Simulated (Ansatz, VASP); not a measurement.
**One calculation of Ge2Br, two programs**

```
Ge Br
1.0
     3.25347    0.00000    0.00000
    -1.62673    2.81759    0.00000
     0.00000    0.00000   13.23444
Ge Br
2 1
Direct
  0.33333 0.66667 0.82789
  0.33333 0.66667 0.17211
  0.00000 0.00000 0.00000
```

Change from the starting cell: species swapped into the Te2W type (P-6m2, No. 187).

Alike in both runs: functional PBE; k mesh 18 × 18 × 4; occupations gaussian, width 0.1 eV; no spin polarisation.

Ansatz relaxed the structure, and its values are those at the end. VASP's run is a single point on that final structure, the one shown.

|  | VASP | Ansatz |
| --- | --- | --- |
| version | VASP 6.6.1 | Ansatz 0.2.0 |
| potentials or method | VASP PAW PBE potentials, release 64 (Ge_d, Br), cutoff 520 eV | scalar-relativistic, plane waves, PAW |
| valence electrons in the cell | 35 | 35 |

|  | VASP | Ansatz | Ansatz less VASP |
| --- | --- | --- | --- |
| gap on the k mesh at the Fermi level (eV) | none | none | - |
| rms of the force components (eV/Å) | 0.003 | 0.001 | -0.0027 |

A gap of «none» marks a metal or a gap that the smearing closes. Ansatz's warnings: xc potential rough in thin density.
